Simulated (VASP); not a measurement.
# Hf2H (I4/mcm) in VASP: further runs

The runs below take Hf2H through single point, with PBE.

All numbers are computed with VASP 6.6.1; they aren't measurements. Logs are shortened: lines on timing, memory, paths and dates and some standing lists are left out, and cuts for length are marked.

## Step 1: The cell of the first run

The structure is tetragonal, space group I4/mcm (No. 140). Conventional cell: a = 5.847 Å, b = 5.847 Å, c = 4.773 Å, α = 90.00°, β = 90.00°, γ = 90.00°. Hf (site symmetry m2m) has 4 H at 2.50 Å and 11 Hf at 2.63 to 3.11 Å within 3.3 Å. Within 3.2 Å of H (site symmetry 422) lie 2 H at 2.39 Å and 8 Hf at 2.50 Å.

## Step 2: Single point, PBE

File INCAR:

```
ALGO = Normal ; EDIFF = 1E-7
ENCUT = 520 ; GGA = PE
ISIF = 2 ; ISMEAR = 0
LASPH = True ; LCHARG = False
LREAL = False ; LWAVE = False
NBANDS = 30 ; NELM = 80
PREC = Accurate ; SIGMA = 0.1
```

File KPOINTS:

```
k-points
0
Gamma
  6 6 6
```

File POSCAR:

```
Hf2H
1.0
   -2.9236125500      2.9236125500      2.3864879400
    2.9236125500     -2.9236125500      2.3864879400
    2.9236125500      2.9236125500     -2.3864879400
Hf H
4 2
Direct
    0.1590000100      0.6590000100      0.8180000200
    0.6590000100      0.8409999900      0.5000000000
    0.8409999900      0.3409999900      0.1819999800
    0.3409999900      0.1590000100      0.5000000000
    0.7500000000      0.7500000000      0.0000000000
    0.2500000000      0.2500000000      0.0000000000
```

Potentials or basis: VASP PAW PBE potentials, release 64 (Hf_pv, H).

Launch:

```console
> cat potpaw_PBE.64/Hf_pv/POTCAR potpaw_PBE.64/H/POTCAR > POTCAR
> mpirun -np 1 vasp_std > vasp.out
```

OUTCAR:

```text
EDIFF = 1E-7
   ENCUT = 520
   GGA = PE
   ISIF = 2
   ISMEAR = 0
   LASPH = True
   LREAL = False
   NELM = 80
   PREC = Accurate

 ion  position               nearest neighbor table
   1  0.159  0.659  0.818-   3 2.63   3 2.82   3 2.82   2 3.03   4 3.03   4 3.03   2 3.03   4 3.11
                             2 3.11   2 3.11   4 3.11
   2  0.659  0.841  0.500-   4 2.63   4 2.82   4 2.82   1 3.03   3 3.03   1 3.03   3 3.03   3 3.11
                             1 3.11   1 3.11   3 3.11
   3  0.841  0.341  0.182-   1 2.63   1 2.82   1 2.82   4 3.03   2 3.03   4 3.03   2 3.03   2 3.11
                             4 3.11   4 3.11   2 3.11
   4  0.341  0.159  0.500-   2 2.63   2 2.82   2 2.82   1 3.03   3 3.03   3 3.03   1 3.03   1 3.11
                             1 3.11   3 3.11   3 3.11
   5  0.750  0.750  0.000-
   6  0.250  0.250  0.000-

  LATTYP: Found a body centered tetragonal cell.
 ALAT       =     5.8472251000
 C/A-ratio  =     0.8162805089

  Lattice vectors:

 A1 = (  -2.9236125500,   2.9236125500,   2.3864879400)
 A2 = (   2.9236125500,  -2.9236125500,   2.3864879400)
 A3 = (   2.9236125500,   2.9236125500,  -2.3864879400)

Analysis of symmetry for initial positions (statically):
=====================================================================
 Subroutine PRICEL returns:
 Original cell was already a primitive cell.

 Routine SETGRP: Setting up the symmetry group for a
 body centered tetragonal supercell.

 Subroutine GETGRP returns: Found 16 space group operations
 (whereof  8 operations were pure point group operations)
 out of a pool of 16 trial point group operations.

The static configuration has the point symmetry C_4h.
 The point group associated with its full space group is D_4h.

Analysis of symmetry for dynamics (positions and initial velocities):
=====================================================================
 Subroutine PRICEL returns:
 Original cell was already a primitive cell.

 Routine SETGRP: Setting up the symmetry group for a
 body centered tetragonal supercell.

 Subroutine GETGRP returns: Found 16 space group operations
 (whereof  8 operations were pure point group operations)
 out of a pool of 16 trial point group operations.

The dynamic configuration has the point symmetry C_4h.
 The point group associated with its full space group is D_4h.

 Subroutine INISYM returns: Found 16 space group operations
 (whereof  8 operations are pure point group operations),
 and found     1 'primitive' translations

----------------------------------------------------------------------------------------

                                     Primitive cell

  volume of cell :      81.5941

  direct lattice vectors                    reciprocal lattice vectors
    -2.923612550  2.923612550  2.386487940     0.000000000  0.171021294  0.209512896
     2.923612550 -2.923612550  2.386487940     0.171021294  0.000000000  0.209512896
     2.923612550  2.923612550 -2.386487940     0.171021294  0.171021294  0.000000000

  length of vectors
     4.773923478  4.773923478  4.773923478     0.270451357  0.270451357  0.241860633

  position of ions in fractional coordinates (direct lattice)
     0.159000010  0.659000010  0.818000020
     0.659000010  0.840999990  0.500000000
     0.840999990  0.340999990  0.181999980
     0.340999990  0.159000010  0.500000000
     0.750000000  0.750000000  0.000000000
     0.250000000  0.250000000  0.000000000

  ion indices of the primitive-cell ions
   primitive index   ion index
                 1           1
                 2           2
                 3           3
                 4           4
                 5           5
                 6           6

----------------------------------------------------------------------------------------

 KPOINTS: k-points

Automatic generation of k-mesh.
 Grid dimensions read from file:
 generate k-points for:    6    6    6

 Generating k-lattice:

  Cartesian coordinates                     Fractional coordinates (reciprocal lattice)
     0.000000000  0.028503549  0.034918816     0.166666667  0.000000000  0.000000000
     0.028503549  0.000000000  0.034918816     0.000000000  0.166666667  0.000000000
     0.028503549  0.028503549  0.000000000     0.000000000  0.000000000  0.166666667

  Length of vectors
     0.045075226  0.045075226  0.040310105

  Shift w.r.t. Gamma in fractional coordinates (k-lattice)
     0.000000000  0.000000000  0.000000000

 Subroutine IBZKPT returns following result:
 ===========================================

 Found     30 irreducible k-points:

 Following reciprocal coordinates:
            Coordinates               Weight
  0.000000  0.000000  0.000000      1.000000
  0.166667  0.000000  0.000000      8.000000
  0.333333  0.000000 -0.000000      8.000000
  0.500000  0.000000  0.000000      4.000000
  0.166667  0.166667  0.000000      8.000000
  0.333333  0.166667 -0.000000     16.000000
[... 16 lines left out ...]
 -0.333333 -0.333333  0.166667      8.000000
 -0.166667 -0.333333  0.166667      8.000000
 [... further k-points ...]
   k-points           NKPTS =     30   k-points in BZ     NKDIM =     30   number of bands    NBANDS=     30
   number of dos      NEDOS =    301   number of ions     NIONS =      6
   total plane-waves  NPLWV =  46656
   dimension x,y,z NGX =    36 NGY =   36 NGZ =   36
   dimension x,y,z NGXF=    72 NGYF=   72 NGZF=   72
   ions per type =               4   2
   NGX,Y,Z   is equivalent  to a cutoff of  12.54, 12.54, 12.54 a.u.
   NGXF,Y,Z  is equivalent  to a cutoff of  25.07, 25.07, 25.07 a.u.
 SYSTEM =  unknown system
   PREC   = accura    normal or accurate (medium, high low for compatibility)
   ISTART =      0    job   : 0-new  1-cont  2-samecut
   ICHARG =      2    charge: 1-file 2-atom 10-const
   ISPIN  =      1    spin polarized calculation?
   LNONCOLLINEAR =      F non collinear calculations
   LSORBIT =      F    spin-orbit coupling
   LASPH  =      T    aspherical Exc in radial PAW
   ENCUT  =  520.0 eV  38.22 Ry    6.18 a.u.   8.88  8.88  8.88*2*pi/ulx,y,z
   NELM   =     80;   NELMIN=  2; NELMDL= -5     # of ELM steps
   EDIFF  = 0.1E-06   stopping-criterion for ELM
   LREAL  =      F    real-space projection
   EDIFFG = 0.1E-05   stopping-criterion for IOM
   NSW    =      0    number of steps for IOM
   IBRION =     -1    ionic relax: 0-MD 1-quasi-New 2-CG
   NFREE  =      0    steps in history (QN), initial steepest desc. (CG)
   ISIF   =      2    stress and relaxation
   ISYM   =      2    0-nonsym 1-usesym 2-fastsym
   POTIM  = 0.5000    time-step for ionic-motion
   TEBEG  =    0.0;   TEEND  =   0.0 temperature during run
   PSTRESS=    0.0 pullay stress
   NELECT =      42.0000    total number of electrons
   NUPDOWN=      -1.0000    fix difference up-down
   EMIN   =  10.00;   EMAX   =-10.00  energy-range for DOS
   EFERMI =   0.00;   METHOD = LEGACY
   ISMEAR =     0;   SIGMA  =   0.10  broadening in eV -4-tet -1-fermi 0-gaus
   EFERMI_NEDOS =   21; number of points for ismear=-14 and -15
   IALGO  =     38    algorithm
   IMIX   =      4    mixing-type and parameters
     AMIX     =   0.40;   BMIX     =  1.00
     AMIX_MAG =   1.60;   BMIX_MAG =  1.00
  volume/ion in A,a.u.               =      13.60        91.77
  Fermi-wavevector in a.u.,A,eV,Ry     =   1.312014  2.479346 23.420789  1.721379
  Thomas-Fermi vector in A             =   2.442435
   LORBIT       =      0    0 simple, 1 ext, 2 COOP (PROOUT), +10 PAW based schemes
   GGA     = PE    functional components
   LHFCALC =     F    Hartree Fock is set to
   AEXX    =    0.0000 exact exchange contribution
   IVDW    =     0    specifies the selected vdW correction
   LEPSILON=     F    determine dielectric tensor
   LRPA    =     F    only Hartree local field effects (RPA)
 non-spin polarized calculation
 Gauss-broadening in eV      SIGMA  =   0.10
  energy-cutoff  :      520.00
  volume of cell :       81.59
 maximum number of plane-waves:      2229
   NGX = 17   NGY = 17   NGZ = 17

 number of electron      42.0000010 magnetization

 Free energy of the ion-electron system (eV)
  ---------------------------------------------------
  ext. energy  EPLUGINS =         0.00000000
  ---------------------------------------------------
  free energy    TOTEN  =       -43.89810123 eV

  energy without entropy =      -43.87585146  energy(sigma->0) =      -43.88697635

 E-fermi :   5.9145     XC(G=0): -11.9457

 val. band max:        5.8972377823   @ k =   0.1667   0.1667   0.1667
 cond. band min:       5.9421025058   @ k =  -0.3333  -0.3333   0.1667
 fundamental gap:      0.0448647236
 Fermi energy:         5.9144662722

 k-point     1 :       0.0000    0.0000    0.0000
  band No.  band energies     occupation
      1     -24.9650      2.00000
      2     -24.8097      2.00000
      3     -24.5522      2.00000
      4     -24.5522      2.00000
      5     -24.5258      2.00000
      6     -24.5258      2.00000
[... 22 lines left out ...]
     29       9.0215      0.00000
     30      10.3020      0.00000

 k-point     2 :       0.1667    0.0000    0.0000
  band No.  band energies     occupation
      1     -25.0299      2.00000
      2     -24.8620      2.00000
      3     -24.6893      2.00000
      4     -24.5864      2.00000
      5     -24.3658      2.00000
      6     -24.3474      2.00000
[... 22 lines left out ...]
     29       9.3985      0.00000
     30      10.8713      0.00000

 k-point     3 :       0.3333    0.0000   -0.0000
  band No.  band energies     occupation
      1     -25.0973      2.00000
      2     -24.9950      2.00000
      3     -24.6957      2.00000
      4     -24.4193      2.00000
      5     -24.2761      2.00000
      6     -24.2325      2.00000
[... 682 lines left out ...]
     29      10.0129      0.00000
     30      10.4806      0.00000

 k-point    24 :      -0.1667   -0.3333    0.1667
  band No.  band energies     occupation
      1     -25.2372      2.00000
      2     -24.7959      2.00000
      3     -24.6490      2.00000
      4     -24.4455      2.00000
      5     -24.4188      2.00000
      6     -24.3608      2.00000
[... 22 lines left out ...]
     29      10.3540      0.00000
     30      10.5999      0.00000

 [... further k-points ...]

------------------------ aborting loop because EDIFF is reached ----------------------------------------

  FORCE on cell =-STRESS in cart. coord.  units (eV):
  Direction    XX          YY          ZZ          XY          YZ          ZX
  --------------------------------------------------------------------------------------
  -------------------------------------------------------------------------------------
  Total       10.0386245     10.0386245     13.9603899      0.0000000      0.0000000      0.0000000
  in kB      197.1178359    197.1178359    274.1253878      0.0000000      0.0000000      0.0000000
  external PRESSURE =     222.7870198 kB  Pullay stress =       0.0000000 kB

 VOLUME and BASIS-vectors are now :
 -----------------------------------------------------------------------------
  energy-cutoff  :      520.00
  volume of cell :       81.59
      direct lattice vectors                 reciprocal lattice vectors
    -2.923612550  2.923612550  2.386487940     0.000000000  0.171021294  0.209512896
     2.923612550 -2.923612550  2.386487940     0.171021294  0.000000000  0.209512896
     2.923612550  2.923612550 -2.386487940     0.171021294  0.171021294  0.000000000

 POSITION                                       TOTAL-FORCE (eV/Angst)
 -----------------------------------------------------------------------------------
      3.85332      0.92971      0.00000         0.282944      0.282944     -0.000000
      1.99390      0.92971      2.38649        -0.282944      0.282944      0.000000
     -0.92971      1.99390      2.38649        -0.282944     -0.282944     -0.000000
      0.92971      1.99390      0.00000         0.282944     -0.282944      0.000000
      0.00000      0.00000      3.57973         0.000000      0.000000      0.000000
      0.00000      0.00000      1.19324        -0.000000      0.000000      0.000000
 -----------------------------------------------------------------------------------
    total drift:                               -0.000000     -0.000000      0.000000

  FREE ENERGIE OF THE ION-ELECTRON SYSTEM (eV)
  ---------------------------------------------------
  free  energy   TOTEN  =       -43.8981012285 eV

  energy  without entropy=      -43.8758514640  energy(sigma->0) =      -43.88697635
```

Wall time 46 s (1 thread of AMD EPYC 9R45 (Zen 5), shared host); peak memory 0.2 GiB.

What came out:

```
Free energy            : -43.8981 eV
Pressure               : 22.3 GPa
Largest force          : 0.400 eV/Å
Band gap on the k mesh : zero (band 21 reaches 6.47 eV, above the bottom of band 22 at 5.44 eV)
```

Forces on the atoms (eV/Å):
```
Hf   0.283  0.283  0.000
Hf  -0.283  0.283  0.000
Hf  -0.283 -0.283  0.000
Hf   0.283 -0.283  0.000
H    0.000  0.000  0.000
H    0.000  0.000  0.000
```

Levels at points of the mesh, in eV from the Fermi level:
| k point | band 18 | band 19 | band 20 | band 21 | band 22 | band 23 | band 24 | band 25 |
| --- | --- | --- | --- | --- | --- | --- | --- | --- |
| (0.00, 0.00, 0.00) | -2.02 | -0.75 | 0.25 | 0.25 | 0.69 | 0.69 | 1.97 | 2.37 |
| (0.50, 0.00, 0.00) | -1.93 | -0.44 | -0.44 | -0.19 | -0.19 | 0.49 | 0.49 | 1.07 |
| (0.50, 0.50, 0.00) | -2.19 | -1.88 | -0.66 | 0.04 | 1.18 | 1.20 | 1.54 | 1.64 |
| (0.50, 0.50, 0.50) | -1.87 | -1.21 | -0.75 | -0.75 | -0.10 | 0.37 | 0.80 | 1.55 |

Caveat: spin-orbit coupling is left out, which moves the levels of the heavy elements.

(Part 1 of 2 ends here.)
